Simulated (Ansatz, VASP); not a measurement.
**One calculation of AgAu2, two programs**

```
CELL_PARAMETERS angstrom
-1.48927 2.04977 4.40663
1.48927 -2.04977 4.40663
1.48927 2.04977 -4.40663
ATOMIC_POSITIONS crystal
Ag 0.00000 0.00000 0.00000
Au 0.66619 0.66619 0.00000
Au 0.33381 0.33381 0.00000
```

Alike in both runs: functional PBE; k mesh 8 × 8 × 8; occupations gaussian, width 0.1 eV; no spin polarisation.

Ansatz relaxed the structure, and its values are those at the end. VASP's run is a single point on that final structure, the one shown.

|  | VASP | Ansatz |
| --- | --- | --- |
| version | VASP 6.6.1 | Ansatz 0.2.0 |
| potentials or method | VASP PAW PBE potentials, release 64 (Ag, Au), cutoff 520 eV | scalar-relativistic, plane waves, PAW |
| valence electrons in the cell | 33 | 57 |

```csv
,VASP,Ansatz,Ansatz less VASP
gap on the k mesh at the Fermi level (eV),none,none,-
pressure (GPa),-0.4,-0.2,+0.20
```

A gap of «none» marks a metal or a gap that the smearing closes. VASP's potentials hold 33 valence electrons a cell and Ansatz's 57, so a difference there can come from the potentials and not from the codes.

Spin-orbit coupling is off throughout.
